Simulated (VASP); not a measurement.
# Hf (P-3m1) in VASP: a series of runs

Hf is run at these levels: PBE; tasks: single point, relaxation of cell and atoms.

Program: VASP 6.6.1. These are calculated values, not measurements. Logs are shortened: lines on timing, memory, paths and dates and some standing lists are left out, and cuts for length are marked.

**1. The cell of the first run**

The structure is trigonal, space group P-3m1 (No. 164). The conventional cell has a = 3.185 Å, b = 3.185 Å, c = 7.626 Å, α = 90.00°, β = 90.00°, γ = 120.00°. Within 4.0 Å of Hf (site symmetry -3m) lie 12 Hf at 3.02 to 3.19 Å. Hf (site symmetry 3m) has 12 Hf at 3.02 to 3.38 Å within 4.0 Å.

**2. Single point, PBE**

INCAR reads:

```
PREC = Accurate
ENCUT = 520
EDIFF = 1E-6
ISMEAR = 0
SIGMA = 0.1
LREAL = F
LASPH = T
NELM = 80
ALGO = Fast
ISIF = 2
LWAVE = F
LCHARG = T
GGA = PE
LELF = T
LVHAR = T
NBANDS = 22
```

KPOINTS reads:

```
Automatic mesh
0
Gamma
  6 6 2
```

POSCAR reads:

```
Hf
1.0
    3.1850790300      0.0000000000      0.0000000000
   -1.5925395100      2.7583593500      0.0000000000
    0.0000000000      0.0000000000      7.6259434200
Hf
3
Direct
    0.0000000000      0.0000000000      0.0000000000
    0.6666666700      0.3333333300      0.6860385200
    0.3333333300      0.6666666700      0.3139614800
```

Potentials or basis: VASP PAW PBE potentials, release 64 (Hf_pv).

Command:

```
$ cat potpaw_PBE.64/Hf_pv/POTCAR > POTCAR
$ mpirun -np 1 vasp_std > vasp.out
```

OUTCAR:

```text
PREC = Accurate
   ENCUT = 520
   EDIFF = 1E-6
   ISMEAR = 0
   LREAL = F
   LASPH = T
   NELM = 80
   ISIF = 2
   GGA = PE

 ion  position               nearest neighbor table
   1  0.000  0.000  0.000-   2 3.02   3 3.02   3 3.02   2 3.02   2 3.02   3 3.02
   2  0.667  0.333  0.686-   1 3.02   1 3.02   1 3.02   3 3.38   3 3.38   3 3.38
   3  0.333  0.667  0.314-   1 3.02   1 3.02   1 3.02   2 3.38   2 3.38   2 3.38

  LATTYP: Found a hexagonal cell.
 ALAT       =     3.1850790300
 C/A-ratio  =     2.3942713346

  Lattice vectors:

 A1 = (   3.1850790300,   0.0000000000,   0.0000000000)
 A2 = (  -1.5925395100,   2.7583593500,   0.0000000000)
 A3 = (   0.0000000000,   0.0000000000,   7.6259434200)

Analysis of symmetry for initial positions (statically):
=====================================================================
 Subroutine PRICEL returns:
 Original cell was already a primitive cell.

 Routine SETGRP: Setting up the symmetry group for a
 hexagonal supercell.

 Subroutine GETGRP returns: Found 12 space group operations
 (whereof 12 operations were pure point group operations)
 out of a pool of 24 trial point group operations.

The static configuration has the point symmetry D_3d.

Analysis of symmetry for dynamics (positions and initial velocities):
=====================================================================
 Subroutine PRICEL returns:
 Original cell was already a primitive cell.

 Routine SETGRP: Setting up the symmetry group for a
 hexagonal supercell.

 Subroutine GETGRP returns: Found 12 space group operations
 (whereof 12 operations were pure point group operations)
 out of a pool of 24 trial point group operations.

The dynamic configuration has the point symmetry D_3d.

 Subroutine INISYM returns: Found 12 space group operations
 (whereof 12 operations are pure point group operations),
 and found     1 'primitive' translations

----------------------------------------------------------------------------------------

                                     Primitive cell

  volume of cell :      66.9984

  direct lattice vectors                    reciprocal lattice vectors
     3.185079030  0.000000000  0.000000000     0.313963952  0.181267172  0.000000000
    -1.592539510  2.758359350  0.000000000     0.000000000  0.362534345  0.000000000
     0.000000000  0.000000000  7.625943420     0.000000000  0.000000000  0.131131316

  length of vectors
     3.185079030  3.185079025  7.625943420     0.362534344  0.362534345  0.131131316

  position of ions in fractional coordinates (direct lattice)
     0.000000000  0.000000000  0.000000000
     0.666666670  0.333333330  0.686038520
     0.333333330  0.666666670  0.313961480

  ion indices of the primitive-cell ions
   primitive index   ion index
                 1           1
                 2           2
                 3           3

----------------------------------------------------------------------------------------

 KPOINTS: Automatic mesh

Automatic generation of k-mesh.
 Grid dimensions read from file:
 generate k-points for:    6    6    2

 Generating k-lattice:

  Cartesian coordinates                     Fractional coordinates (reciprocal lattice)
     0.052327325  0.030211195  0.000000000     0.166666667 -0.000000000  0.000000000
     0.000000000  0.060422391  0.000000000     0.000000000  0.166666667  0.000000000
     0.000000000  0.000000000  0.065565658     0.000000000  0.000000000  0.500000000

  Length of vectors
     0.060422391  0.060422391  0.065565658

  Shift w.r.t. Gamma in fractional coordinates (k-lattice)
     0.000000000  0.000000000  0.000000000

 Subroutine IBZKPT returns following result:
 ===========================================

 Found     14 irreducible k-points:

 Following reciprocal coordinates:
            Coordinates               Weight
  0.000000  0.000000  0.000000      1.000000
  0.166667 -0.000000  0.000000      6.000000
  0.333333  0.000000  0.000000      6.000000
  0.500000 -0.000000  0.000000      3.000000
  0.166667  0.166667  0.000000      6.000000
  0.333333  0.166667  0.000000     12.000000
  0.333333  0.333333  0.000000      2.000000
  0.000000  0.000000  0.500000      1.000000
  0.166667 -0.000000  0.500000      6.000000
  0.333333  0.000000  0.500000      6.000000
  0.500000 -0.000000  0.500000      3.000000
  0.166667  0.166667  0.500000      6.000000
  0.333333  0.166667  0.500000     12.000000
  0.333333  0.333333  0.500000      2.000000
   k-points           NKPTS =     14   k-points in BZ     NKDIM =     14   number of bands    NBANDS=     22
   number of dos      NEDOS =    301   number of ions     NIONS =      3
   total plane-waves  NPLWV =  34560
   dimension x,y,z NGX =    24 NGY =   24 NGZ =   60
   dimension x,y,z NGXF=    48 NGYF=   48 NGZF=  120
   ions per type =               3
   NGX,Y,Z   is equivalent  to a cutoff of  12.53, 12.53, 13.08 a.u.
   NGXF,Y,Z  is equivalent  to a cutoff of  25.05, 25.05, 26.16 a.u.
 SYSTEM =  unknown system
   PREC   = accura    normal or accurate (medium, high low for compatibility)
   ISTART =      0    job   : 0-new  1-cont  2-samecut
   ICHARG =      2    charge: 1-file 2-atom 10-const
   ISPIN  =      1    spin polarized calculation?
   LNONCOLLINEAR =      F non collinear calculations
   LSORBIT =      F    spin-orbit coupling
   LASPH  =      T    aspherical Exc in radial PAW
   ENCUT  =  520.0 eV  38.22 Ry    6.18 a.u.   5.92  5.92 14.18*2*pi/ulx,y,z
   NELM   =     80;   NELMIN=  2; NELMDL= -5     # of ELM steps
   EDIFF  = 0.1E-05   stopping-criterion for ELM
   LREAL  =      F    real-space projection
   EDIFFG = 0.1E-04   stopping-criterion for IOM
   NSW    =      0    number of steps for IOM
   IBRION =     -1    ionic relax: 0-MD 1-quasi-New 2-CG
   NFREE  =      0    steps in history (QN), initial steepest desc. (CG)
   ISIF   =      2    stress and relaxation
   ISYM   =      2    0-nonsym 1-usesym 2-fastsym
   POTIM  = 0.5000    time-step for ionic-motion
   TEBEG  =    0.0;   TEEND  =   0.0 temperature during run
   PSTRESS=    0.0 pullay stress
   NELECT =      30.0000    total number of electrons
   NUPDOWN=      -1.0000    fix difference up-down
   EMIN   =  10.00;   EMAX   =-10.00  energy-range for DOS
   EFERMI =   0.00;   METHOD = LEGACY
   ISMEAR =     0;   SIGMA  =   0.10  broadening in eV -4-tet -1-fermi 0-gaus
   EFERMI_NEDOS =   21; number of points for ismear=-14 and -15
   IALGO  =     68    algorithm
   IMIX   =      4    mixing-type and parameters
     AMIX     =   0.40;   BMIX     =  1.00
     AMIX_MAG =   1.60;   BMIX_MAG =  1.00
  volume/ion in A,a.u.               =      22.33       150.71
  Fermi-wavevector in a.u.,A,eV,Ry     =   1.252450  2.366787 21.342518  1.568631
  Thomas-Fermi vector in A             =   2.386350
   LORBIT       =      0    0 simple, 1 ext, 2 COOP (PROOUT), +10 PAW based schemes
   GGA     = PE    functional components
   LHFCALC =     F    Hartree Fock is set to
   AEXX    =    0.0000 exact exchange contribution
   IVDW    =     0    specifies the selected vdW correction
   LEPSILON=     F    determine dielectric tensor
   LRPA    =     F    only Hartree local field effects (RPA)
 non-spin polarized calculation
 RMM-DIIS sequential band-by-band and
 Gauss-broadening in eV      SIGMA  =   0.10
  energy-cutoff  :      520.00
  volume of cell :       67.00
 maximum number of plane-waves:      1824
 NGX is ok and might be reduce to    24
   NGX = 11   NGY = 11   NGZ = 29

 number of electron      30.0000005 magnetization

 Free energy of the ion-electron system (eV)
  ---------------------------------------------------
  ext. energy  EPLUGINS =         0.00000000
  ---------------------------------------------------
  free energy    TOTEN  =       -29.37549389 eV

  energy without entropy =      -29.34488174  energy(sigma->0) =      -29.36018782

 E-fermi :   4.7703     XC(G=0): -11.2761

 val. band max:        4.7627970026   @ k =   0.1667   0.1667   0.0000
 cond. band min:       4.8488579481   @ k =   0.1667   0.1667   0.5000
 fundamental gap:      0.0860609455
 Fermi energy:         4.7702944876

 k-point     1 :       0.0000    0.0000    0.0000
  band No.  band energies     occupation
      1     -26.0095      2.00000
      2     -25.8812      2.00000
      3     -25.4048      2.00000
      4     -25.4048      2.00000
      5     -25.4011      2.00000
      6     -25.4011      2.00000
[... 14 lines left out ...]
     21       6.6572      0.00000
     22       9.0303      0.00000

 k-point     2 :       0.1667   -0.0000    0.0000
  band No.  band energies     occupation
      1     -25.9748      2.00000
      2     -25.8774      2.00000
      3     -25.5580      2.00000
      4     -25.5308      2.00000
      5     -25.4616      2.00000
      6     -25.4199      2.00000
[... 14 lines left out ...]
     21       7.0888      0.00000
     22       8.3572      0.00000

 k-point     3 :       0.3333    0.0000    0.0000
  band No.  band energies     occupation
      1     -25.9989      2.00000
      2     -25.9296      2.00000
      3     -25.8242      2.00000
      4     -25.6896      2.00000
      5     -25.5512      2.00000
      6     -25.4791      2.00000
[... 14 lines left out ...]
     21       8.9333      0.00000
     22       9.2014      0.00000
[... 226 lines left out ...]
 k-point    13 :       0.3333    0.1667    0.5000
  band No.  band energies     occupation
      1     -26.0244      2.00000
      2     -25.9187      2.00000
      3     -25.8961      2.00000
      4     -25.7610      2.00000
      5     -25.6222      2.00000
      6     -25.6004      2.00000
[... 14 lines left out ...]
     21       8.6494      0.00000
     22       9.8054      0.00000

 k-point    14 :       0.3333    0.3333    0.5000
  band No.  band energies     occupation
      1     -25.9555      2.00000
      2     -25.9123      2.00000
      3     -25.9123      2.00000
      4     -25.7721      2.00000
      5     -25.7008      2.00000
      6     -25.7008      2.00000
[... 14 lines left out ...]
     21       8.0064      0.00000
     22      10.3843      0.00000

------------------------ aborting loop because EDIFF is reached ----------------------------------------

  FORCE on cell =-STRESS in cart. coord.  units (eV):
  Direction    XX          YY          ZZ          XY          YZ          ZX
  --------------------------------------------------------------------------------------
  -------------------------------------------------------------------------------------
  Total        0.0204385      0.0204385      2.2183613      0.0000000      0.0000000      0.0000000
  in kB        0.4887587      0.4887587     53.0491246      0.0000000      0.0000000      0.0000000
  external PRESSURE =      18.0088807 kB  Pullay stress =       0.0000000 kB

 VOLUME and BASIS-vectors are now :
 -----------------------------------------------------------------------------
  energy-cutoff  :      520.00
  volume of cell :       67.00
      direct lattice vectors                 reciprocal lattice vectors
     3.185079030  0.000000000  0.000000000     0.313963952  0.181267172  0.000000000
    -1.592539510  2.758359350  0.000000000     0.000000000  0.362534345  0.000000000
     0.000000000  0.000000000  7.625943420     0.000000000  0.000000000  0.131131316

 POSITION                                       TOTAL-FORCE (eV/Angst)
 -----------------------------------------------------------------------------------
      0.00000      0.00000      0.00000         0.000000      0.000000      0.000000
      1.59254      0.91945      5.23169         0.000000     -0.000000     -1.045428
     -0.00000      1.83891      2.39425        -0.000000      0.000000      1.045428
 -----------------------------------------------------------------------------------
    total drift:                               -0.000000      0.000000      0.000000

  FREE ENERGIE OF THE ION-ELECTRON SYSTEM (eV)
  ---------------------------------------------------
  free  energy   TOTEN  =       -29.3754938918 eV

  energy  without entropy=      -29.3448817411  energy(sigma->0) =      -29.36018782
```

Run time: 19 s. Hardware: 1 thread of Intel Xeon Platinum 8488C (Sapphire Rapids), shared host; peak memory 0.17 GiB.

Results:

```yaml
Free_energy: -29.3755 eV
Pressure: 1.8 GPa
Largest_force: 1.045 eV/Å
Band_gap_on_the_k_mesh: zero (band 15 reaches 5.92 eV, above the bottom of band 16 at 4.66 eV)
```

Forces on the atoms (eV/Å):
```
Hf   0.000  0.000  0.000
Hf   0.000  0.000 -1.045
Hf   0.000  0.000  1.045
```

Caveat: the k points lie up to 0.41 Å⁻¹ apart; spin-orbit coupling is left out, which moves the levels of the heavy elements; forces of over 1 eV/Å act on the atoms, so gaps and moduli don't describe the material at rest.

**3. Relaxation of cell and atoms, PBE**

INCAR reads:

```
SYSTEM = Hf
PREC = Accurate
ENCUT = 600
EDIFF = 1E-6
ISMEAR = 0
SIGMA = 0.1
LREAL = .FALSE.
LASPH = .TRUE.
NELM = 80
ALGO = Normal
ISIF = 3
LWAVE = .FALSE.
LCHARG = .FALSE.
GGA = PE
IBRION = 2
NSW = 90
EDIFFG = -0.04
```

KPOINTS reads:

```
regular mesh
0
G
  6 6 2
  0 0 0
```

POSCAR is that of step 2.

Potentials or basis: VASP PAW PBE potentials, release 64 (Hf_pv).

Command:

```
$ cat potpaw_PBE.64/Hf_pv/POTCAR > POTCAR
$ mpirun -np 1 vasp_std > vasp.out
```

Wall time 2.7 min (1 thread of Intel Xeon Platinum 8488C (Sapphire Rapids), shared host); peak memory 0.23 GiB.

It converged, with:

```yaml
Free_energy: -29.5515 eV
Relaxed_volume: 22.40 Å³/atom
Relaxed_cell: a = 3.147 Å, b = 3.147 Å, c = 7.835 Å, α = 90.00°, β = 90.00°, γ = 120.00°
Space_group_after_relaxing_to_0.05_Å: R-3m (No. 166)
Energy_gained_by_relaxing: 58.5 meV/atom
Ionic_steps: 10
Pressure_after_relaxing: 0.0 GPa
Largest_force_after_relaxing: 0.015 eV/Å
Band_gap_on_the_k_mesh: zero (band 15 reaches 5.95 eV, above the bottom of band 16 at 4.63 eV)
```

Forces in eV/Å, atoms in the order of the input:
```
Hf   0.000  0.000  0.000
Hf   0.000  0.000 -0.015
Hf   0.000  0.000  0.015
```

Stress tensor (GPa, compression positive):
```
-0.04  0.00  0.00
 0.00 -0.04  0.00
 0.00  0.00  0.07
```

Step by step:
| step | energy change (eV) | largest force (eV/Å) | pressure (GPa) | volume (Å³) |
| --- | --- | --- | --- | --- |
| 1 | 0.0000 | 1.0467 | 1.82 | 67.00 |
| 2 | -0.1040 | 0.4853 | -2.63 | 69.46 |
| 3 | -0.1054 | 0.4277 | -3.11 | 69.75 |
| 4 | -0.1531 | 0.2274 | 0.93 | 66.62 |
| 5 | -0.1541 | 0.2501 | 0.40 | 66.99 |
| 6 | -0.1691 | 0.1533 | 0.42 | 66.91 |
| 7 | -0.1743 | 0.0547 | 0.52 | 66.84 |
| 8 | -0.1747 | 0.0220 | 0.56 | 66.82 |
| 9 | -0.1739 | 0.0066 | -0.85 | 67.73 |
| 10 | -0.1754 | 0.0151 | -0.01 | 67.19 |

Final structure:
```
Hf
1.0
     3.14658    0.00000    0.00000
    -1.57329    2.72502    0.00000
     0.00000    0.00000    7.83549
Hf
3
Direct
  0.00000 0.00000 0.00000
  0.66667 0.33333 0.66706
  0.33333 0.66667 0.33294
```

Levels at points of the mesh, in eV from the Fermi level:
```csv
k point,band 12,band 13,band 14,band 15,band 16,band 17,band 18,band 19
"(0.00, 0.00, 0.00)",-4.44,-0.13,-0.11,1.21,1.48,1.48,1.54,1.54
"(0.50, 0.00, 0.00)",-2.92,-2.14,-0.56,-0.56,0.60,0.61,2.07,2.08
"(0.00, 0.00, 0.50)",-3.68,0.42,0.47,0.49,1.24,1.24,1.77,1.77
"(0.50, 0.00, 0.50)",-2.75,-1.65,-1.65,0.62,0.96,0.97,1.03,1.27
```

Caveat: the k points lie up to 0.40 Å⁻¹ apart in the final cell; spin-orbit coupling is left out, which moves the levels of the heavy elements.
